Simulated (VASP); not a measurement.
# BN (F-43m) in VASP: a series of runs, part 2 of 2

VASP 6.6.1.

### Step 4. Phonons, BLYP+D3(BJ)

INCAR

```
SYSTEM = BN
PREC = Accurate
ENCUT = 520
EDIFF = 1E-8
ISMEAR = 0
SIGMA = 0.01
LREAL = .FALSE.
LASPH = .TRUE.
NELM = 100
ALGO = Normal
ISIF = 2
LWAVE = .FALSE.
LCHARG = .FALSE.
GGA = B5
ALDAX = 1.0
AGGAX = 1.0
AGGAC = 1.0
ALDAC = 0.0
IVDW = 12
VDW_S6 = 1.0
VDW_S8 = 2.6996
VDW_A1 = 0.4298
VDW_A2 = 4.2359
IBRION = 6
NFREE = 2
POTIM = 0.015
NSW = 1
```

KPOINTS

```
regular mesh
0
G
  8 8 8
  0 0 0
```

POSCAR

```
BN
1.0
    0.0000000000      1.8130010000      1.8130010000
    1.8130010000      0.0000000000      1.8130010000
    1.8130010000      1.8130010000      0.0000000000
N B
1 1
Direct
    0.2500000000      0.2500000000      0.2500000000
    0.0000000000      0.0000000000      0.0000000000
```

Potentials or basis: VASP PAW PBE potentials, release 64 (N, B).

Run with:

```
$ cat potpaw_PBE.64/N/POTCAR potpaw_PBE.64/B/POTCAR > POTCAR
$ mpirun -np 1 vasp_std > vasp.out
```

OUTCAR:

```text
SYSTEM = BN
   PREC = Accurate
   ENCUT = 520
   EDIFF = 1E-8
   ISMEAR = 0
   LREAL = .FALSE.
   LASPH = .TRUE.
   NELM = 100
   ISIF = 2
   GGA = B5
   IVDW = 12
   IBRION = 6
   NFREE = 2
   POTIM = 0.015
   NSW = 1
 IVDW          = 12

 ion  position               nearest neighbor table
   1  0.250  0.250  0.250-   2 1.57   2 1.57   2 1.57   2 1.57
   2  0.000  0.000  0.000-   1 1.57   1 1.57   1 1.57   1 1.57

  LATTYP: Found a face centered cubic cell.
 ALAT       =     3.6260020000

  Lattice vectors:

 A1 = (   0.0000000000,   1.8130010000,   1.8130010000)
 A2 = (   1.8130010000,   0.0000000000,   1.8130010000)
 A3 = (   1.8130010000,   1.8130010000,   0.0000000000)

Analysis of symmetry for initial positions (statically):
=====================================================================
 Subroutine PRICEL returns:
 Original cell was already a primitive cell.

 Routine SETGRP: Setting up the symmetry group for a
 face centered cubic supercell.

 Subroutine GETGRP returns: Found 24 space group operations
 (whereof 24 operations were pure point group operations)
 out of a pool of 48 trial point group operations.

The static configuration has the point symmetry T_d .

Analysis of symmetry for dynamics (positions and initial velocities):
=====================================================================
 Subroutine PRICEL returns:
 Original cell was already a primitive cell.

 Routine SETGRP: Setting up the symmetry group for a
 face centered cubic supercell.

 Subroutine GETGRP returns: Found 24 space group operations
 (whereof 24 operations were pure point group operations)
 out of a pool of 48 trial point group operations.

The dynamic configuration has the point symmetry T_d .

 Subroutine INISYM returns: Found 24 space group operations
 (whereof 24 operations are pure point group operations),
 and found     1 'primitive' translations

----------------------------------------------------------------------------------------

                                     Primitive cell

  volume of cell :      11.9186

  direct lattice vectors                    reciprocal lattice vectors
     0.000000000  1.813001000  1.813001000    -0.275785838  0.275785838  0.275785838
     1.813001000  0.000000000  1.813001000     0.275785838 -0.275785838  0.275785838
     1.813001000  1.813001000  0.000000000     0.275785838  0.275785838 -0.275785838

  length of vectors
     2.563970603  2.563970603  2.563970603     0.477675083  0.477675083  0.477675083

  position of ions in fractional coordinates (direct lattice)
     0.250000000  0.250000000  0.250000000
     0.000000000  0.000000000  0.000000000

  ion indices of the primitive-cell ions
[... 77 lines left out ...]
   EDIFFG = 0.1E-06   stopping-criterion for IOM
   NSW    =     61    number of steps for IOM
   IBRION =      6    ionic relax: 0-MD 1-quasi-New 2-CG
   NFREE  =      2    steps in history (QN), initial steepest desc. (CG)
   ISIF   =      2    stress and relaxation
   ISYM   =      2    0-nonsym 1-usesym 2-fastsym
   POTIM  = 0.0150    time-step for ionic-motion
   TEBEG  =    0.0;   TEEND  =   0.0 temperature during run
   PSTRESS=    0.0 pullay stress
   NELECT =       8.0000    total number of electrons
   NUPDOWN=      -1.0000    fix difference up-down
   EMIN   =  10.00;   EMAX   =-10.00  energy-range for DOS
   EFERMI =   0.00;   METHOD = LEGACY
   ISMEAR =     0;   SIGMA  =   0.01  broadening in eV -4-tet -1-fermi 0-gaus
   EFERMI_NEDOS =   21; number of points for ismear=-14 and -15
   IALGO  =     38    algorithm
   IMIX   =      4    mixing-type and parameters
     AMIX     =   0.40;   BMIX     =  1.00
     AMIX_MAG =   1.60;   BMIX_MAG =  1.00
  volume/ion in A,a.u.               =       5.96        40.22
  Fermi-wavevector in a.u.,A,eV,Ry     =   1.433387  2.708709 27.954506  2.054598
  Thomas-Fermi vector in A             =   2.552911
   LORBIT       =      0    0 simple, 1 ext, 2 COOP (PROOUT), +10 PAW based schemes
   GGA     = B5    functional components
   LHFCALC =     F    Hartree Fock is set to
   AEXX    =    0.0000 exact exchange contribution
   IVDW    =    12    specifies the selected vdW correction
   LEPSILON=     F    determine dielectric tensor
   LRPA    =     F    only Hartree local field effects (RPA)
 finite differences with symmetry
 non-spin polarized calculation
 Gauss-broadening in eV      SIGMA  =   0.01
  energy-cutoff  :      520.00
  volume of cell :       11.92
 maximum number of plane-waves:       332
   NGX =  9   NGY =  9   NGZ =  9

--------------------------------------- Ionic step        1  -------------------------------------------

 number of electron       7.9999999 magnetization

 Free energy of the ion-electron system (eV)
  ---------------------------------------------------
  ext. energy  EPLUGINS =         0.00000000
  ---------------------------------------------------
  free energy    TOTEN  =       -16.40621053 eV

  energy without entropy =      -16.40621053  energy(sigma->0) =      -16.40621053

------------------------ aborting loop because EDIFF is reached ----------------------------------------

 Edisp (eV)   -0.80726

 E8    (eV) :    -0.4881
[... 151 lines left out ...]
--------------------------------------- Ionic step        5  -------------------------------------------

 number of electron       7.9999999 magnetization

 Free energy of the ion-electron system (eV)
  ---------------------------------------------------
  ext. energy  EPLUGINS =         0.00000000
  ---------------------------------------------------
  free energy    TOTEN  =       -16.40357920 eV

  energy without entropy =      -16.40357920  energy(sigma->0) =      -16.40357920

 E-fermi :   7.8628     XC(G=0): -12.0837

 val. band max:        7.7473308706   @ k =   0.0000   0.0000   0.0000
 cond. band min:      12.4769915954   @ k =   0.5000   0.5000   0.0000
 fundamental gap:      4.7296607248
 Fermi energy:         7.8628051111

 k-point     1 :       0.0000    0.0000    0.0000
  band No.  band energies     occupation
      1     -12.2981      2.00000
      2       7.4748      2.00000
      3       7.6155      2.00000
      4       7.7473      2.00000
      5      16.3929      0.00000
      6      16.4984      0.00000
      7      16.6197      0.00000
      8      18.1419      0.00000
[... 243 lines left out ...]
 k-point    24 :      -0.3750    0.2500    0.1250
  band No.  band energies     occupation
      1      -7.5119      2.00000
      2      -1.7697      2.00000
      3       2.9342      2.00000
      4       4.2100      2.00000
      5      17.3770      0.00000
      6      18.9486      0.00000
      7      21.9400      0.00000
      8      23.3308      0.00000

 [... further k-points ...]

------------------------ aborting loop because EDIFF is reached ----------------------------------------

 Edisp (eV)   -0.80725

 E8    (eV) :    -0.4881
[... 25 lines left out ...]
  FREE ENERGIE OF THE ION-ELECTRON SYSTEM (eV)
  ---------------------------------------------------
  free  energy   TOTEN  =       -17.2108330694 eV

  energy  without entropy=      -17.2108330694  energy(sigma->0) =      -17.21083307

 INTERNAL STRAIN TENSORS FROM DISPLACED ATOMS
 ============================================

 INTERNAL STRAIN TENSOR FOR ION    1 for displacements in x,y,z  (eV/Angst):
          X           Y           Z          XY          YZ          ZX
  --------------------------------------------------------------------------------
  x     0.00000    -0.00000     0.00000     0.00000    -0.09433     0.00000
  y    -0.00000    -0.00000     0.00000     0.00000     0.00000    -0.09433
  z    -0.00000    -0.00000     0.00000    -0.09433     0.00000     0.00000

 INTERNAL STRAIN TENSOR FOR ION    2 for displacements in x,y,z  (eV/Angst):
          X           Y           Z          XY          YZ          ZX
  --------------------------------------------------------------------------------
  x     0.00000    -0.00000    -0.00000     0.00000     0.09562     0.00000
  y     0.00000     0.00000     0.00000     0.00000     0.00000     0.09562
  z    -0.00000    -0.00000     0.00000     0.09562     0.00000     0.00000

 Eigenvectors and eigenvalues of the dynamical matrix
 ----------------------------------------------------

   1 f  =   30.614606 THz   192.357241 2PiTHz 1021.193325 cm-1   126.611779 meV
             X         Y         Z           dx          dy          dz
      0.906501  0.906501  0.906501     0.000000    0.660079    0.000000
      0.000000  0.000000  0.000000     0.000000   -0.751196    0.000000
[... 21 lines left out ...]
   6 f/i=    0.000361 THz     0.002266 2PiTHz    0.012030 cm-1     0.001491 meV
             X         Y         Z           dx          dy          dz
      0.906501  0.906501  0.906501     0.000000    0.000000    0.751196
      0.000000  0.000000  0.000000     0.000000    0.000000    0.660079

 ELASTIC MODULI CONTR FROM IONIC RELAXATION (kBar)
 Direction    XX          YY          ZZ          XY          YZ          ZX
 --------------------------------------------------------------------------------
 XX          -0.0000     -0.0000      0.0000      0.0000     -0.0000     -0.0000
 YY          -0.0000     -0.0000     -0.0000      0.0000      0.0000     -0.0000
 ZZ           0.0000     -0.0000     -0.0000     -0.0000      0.0000     -0.0000
 XY           0.0000      0.0000     -0.0000     -0.0518      0.0000      0.0000
 YZ          -0.0000      0.0000      0.0000      0.0000     -0.0518      0.0000
 ZX          -0.0000     -0.0000     -0.0000      0.0000      0.0000     -0.0518
 --------------------------------------------------------------------------------
```

OSZICAR:

```text
N       E                     dE             d eps       ncg     rms          rms(c)
DAV:   1     0.927065849697E+01    0.92707E+01   -0.49712E+03   472   0.970E+02
DAV:   2    -0.174074280595E+02   -0.26678E+02   -0.26417E+02   672   0.171E+02
DAV:   3    -0.175828037031E+02   -0.17538E+00   -0.17538E+00   464   0.176E+01
[... 43 lines left out ...]
DAV:   3    -0.164035742774E+02    0.12853E-03   -0.51449E-04  1896   0.235E-01    0.120E-02
DAV:   4    -0.164035780456E+02   -0.37681E-05   -0.25745E-05  1768   0.609E-02    0.741E-03
DAV:   5    -0.164035791800E+02   -0.11344E-05   -0.21277E-06  1848   0.175E-02    0.107E-03
DAV:   6    -0.164035791907E+02   -0.10730E-07   -0.13107E-07  1920   0.415E-03    0.509E-04
DAV:   7    -0.164035791972E+02   -0.64128E-08   -0.16610E-08  1568   0.164E-03
   5 F= -.17210833E+02 E0= -.17210833E+02  d E =-.135527E-62
```

stdout:

```text
POSCAR found type information on POSCAR N B
 POSCAR found :  2 types and       2 ions
 scaLAPACK will be used
 -----------------------------------------------------------------------------
|                                                                             |
|                                                                             |
|     You enforced a specific xc type in the INCAR file but a different       |
|     I HOPE YOU KNOW WHAT YOU ARE DOING!                                     |
|                                                                             |
 -----------------------------------------------------------------------------

 LDA part: xc-table for (Slater(with rela. corr.)+VWN5), standard interpolation
 POSCAR, INCAR and KPOINTS ok, starting setup
 FFT: planning ... GRIDC
 FFT: planning ... GRID_SOFT
 FFT: planning ... GRID
 WAVECAR not read
 entering main loop
 Found     2 degrees of freedom:
 Finite differences POTIM= 0.01500 DOF=   2
 bond charge predicted
 Finite differences progress:
 bond charge predicted
 Finite differences progress:
 bond charge predicted
 Finite differences progress:
 bond charge predicted
 Finite differences progress:
```

It took 40 s on 1 thread of AMD EPYC 7R13 (Zen 3), shared host; peak memory 0.11 GiB.

Results:

| Quantity | Value |
| --- | --- |
| Highest phonon frequency at Γ, LO-TO splitting left out | 1021 cm⁻¹ |
| Dispersion energy per atom | -0.404 eV |

Phonon frequencies in cm⁻¹ (negative: imaginary):
```csv
q point,frequencies
"(0.000, 0.000, 0.000)",0 0 0 1021 1021 1021
```

Caveat: the k points lie up to 0.38 Å⁻¹ apart; the cell wasn't relaxed at this level first, which shifts response properties; three body term missing.

### Step 5. Vibrations by perturbation theory, LDA

INCAR

```
SYSTEM = BN
ALGO = Normal
EDIFF = 1E-8
ENCUT = 520
GGA = CA
IBRION = 8
ISIF = 2
ISMEAR = -1
LASPH = .TRUE.
LCHARG = .TRUE.
LREAL = .FALSE.
LWAVE = .FALSE.
NBANDS = 11
NELM = 60
NSW = 1
PREC = Accurate
SIGMA = 0.05
```

KPOINTS

```
k-points
0
G
  10 10 10
  0 0 0
```

POSCAR is that of step 4.

Potentials or basis: VASP PAW LDA potentials, release 64 (N, B).

Run with:

```
$ cat potpaw_LDA.64/N/POTCAR potpaw_LDA.64/B/POTCAR > POTCAR
$ mpirun -np 1 vasp_std > vasp.out
```

OUTCAR:

```text
SYSTEM = BN
   EDIFF = 1E-8
   ENCUT = 520
   GGA = CA
   IBRION = 8
   ISIF = 2
   ISMEAR = -1
   LASPH = .TRUE.
   LREAL = .FALSE.
   NELM = 60
   NSW = 1
   PREC = Accurate

 ion  position               nearest neighbor table
   1  0.250  0.250  0.250-   2 1.57   2 1.57   2 1.57   2 1.57
   2  0.000  0.000  0.000-   1 1.57   1 1.57   1 1.57   1 1.57

  LATTYP: Found a face centered cubic cell.
 ALAT       =     3.6260020000

  Lattice vectors:

 A1 = (   0.0000000000,   1.8130010000,   1.8130010000)
 A2 = (   1.8130010000,   0.0000000000,   1.8130010000)
 A3 = (   1.8130010000,   1.8130010000,   0.0000000000)

Analysis of symmetry for initial positions (statically):
=====================================================================
 Subroutine PRICEL returns:
 Original cell was already a primitive cell.

[... 565 lines left out ...]

 INTERNAL STRAIN TENSOR  FOR ION    2  DIRECTION 1   (eV/Angst):
 -----------------------------------------------------------------------------
     0.01596  0.00000  0.00000
     0.00000 -0.00776  0.84587
     0.00000  0.84587 -0.00776

 INTERNAL STRAIN TENSOR FOR ION    2 for displacements in x,y,z  (eV/Angst):
          X           Y           Z          XY          YZ          ZX
  --------------------------------------------------------------------------------
  x     0.00000     0.00000     0.00000     0.00000     0.84587     0.00000
  y     0.00000     0.00000     0.00000     0.00000     0.00000     0.84587
  z     0.00000     0.00000     0.00000     0.84587     0.00000     0.00000

 SECOND DERIVATIVES (NOT SYMMETRIZED)
 ------------------------------------
               1X          1Y          1Z          2X          2Y          2Z
  1X   -23.414643    0.000000    0.000000   23.414643    0.000000    0.000000
  1Y     0.000000  -23.414643    0.000000    0.000000   23.414643    0.000000
  1Z     0.000000    0.000000  -23.414643    0.000000    0.000000   23.414643
  2X    23.410078    0.000000    0.000000  -23.410078    0.000000    0.000000
  2Y     0.000000   23.410078    0.000000    0.000000  -23.410078    0.000000
  2Z     0.000000    0.000000   23.410078    0.000000    0.000000  -23.410078

 Eigenvectors and eigenvalues of the dynamical matrix
 ----------------------------------------------------

   1 f  =   30.625912 THz   192.428281 2PiTHz 1021.570466 cm-1   126.658538 meV
             X         Y         Z           dx          dy          dz
      0.906501  0.906501  0.906501     0.000000    0.000000   -0.660125
      0.000000  0.000000  0.000000     0.000000    0.000000    0.751156
[... 21 lines left out ...]
   6 f/i=    0.001481 THz     0.009302 2PiTHz    0.049385 cm-1     0.006123 meV
             X         Y         Z           dx          dy          dz
      0.906501  0.906501  0.906501    -0.330491    0.674545   -0.000000
      0.000000  0.000000  0.000000    -0.290439    0.592798    0.000000

--------------------------------------------------------------------------------------------------------

 ELASTIC MODULI CONTR FROM IONIC RELAXATION (kBar)
 Direction    XX          YY          ZZ          XY          YZ          ZX
 --------------------------------------------------------------------------------
 XX          -0.0000     -0.0000     -0.0000     -0.0000     -0.0000     -0.0000
 YY          -0.0000     -0.0000      0.0000     -0.0000     -0.0000      0.0000
 ZZ          -0.0000      0.0000     -0.0000      0.0000     -0.0000     -0.0000
 XY          -0.0000     -0.0000      0.0000     -5.0501     -0.0000      0.0000
 YZ          -0.0000     -0.0000     -0.0000     -0.0000     -5.0501     -0.0000
 ZX          -0.0000      0.0000     -0.0000      0.0000     -0.0000     -5.0501
 --------------------------------------------------------------------------------
```

stdout:

```text
POSCAR found type information on POSCAR N B
 POSCAR found :  2 types and       2 ions
 scaLAPACK will be used
 LDA part: xc-table for (Slater(with rela. corr.)+CA(PZ))
 , standard interpolation
 POSCAR, INCAR and KPOINTS ok, starting setup
 FFT: planning ... GRIDC
 FFT: planning ... GRID_SOFT
 FFT: planning ... GRID
 WAVECAR not read
 entering main loop
 Linear response reoptimize wavefunctions to high precision
 Linear response DOF=           2
 Linear response progress:
 first order change of Fermi-energy  -0.14768E+01
 force on displaced ion       1 direction 1 : -23.415   0.000   0.000
 Linear response progress:
 first order change of Fermi-energy   0.14770E+01
 force on displaced ion       2 direction 1 : -23.410   0.000   0.000
 Linear response finished
```

Wall time 79 s (1 thread of AMD EPYC 7R13, shared host); peak memory 0.16 GiB.

What came out:

- Highest phonon frequency at Γ, LO-TO splitting left out: 1022 cm⁻¹

Phonon frequencies in cm⁻¹ (negative: imaginary):
| q point | frequencies |
| --- | --- |
| (0.000, 0.000, 0.000) | 0 0 0 1022 1022 1022 |

Caveat: the cell wasn't relaxed at this level first, which shifts response properties.

### Step 6. Summary

| task | level | potentials or basis | k mesh | smearing | gap on the mesh (eV) |
| --- | --- | --- | --- | --- | --- |
| electric field gradients | PBE | VASP PAW PBE potentials, release 64 (N, B) | 13 × 13 × 13 | fermi-dirac 0.05 eV | 4.52 |
| dielectric tensor | PBE | VASP PAW PBE potentials, release 64 (N, B) | 13 × 13 × 13 | gaussian 0.01 eV | 4.52 |
| phonons | BLYP+D3(BJ) | VASP PAW PBE potentials, release 64 (N, B) | 8 × 8 × 8 | gaussian 0.01 eV | - |
| vibrations by perturbation theory | LDA | VASP PAW LDA potentials, release 64 (N, B) | 10 × 10 × 10 | fermi-dirac 0.05 eV | - |

Alike in all rows: no spin polarisation; cell as given; cutoff (eV) 520.

Caveats: some runs use coarse meshes; the cell wasn't relaxed at this level first, which shifts response properties (some runs); three body term missing (some runs).

Absolute energies hang on the potentials; compare differences alone.
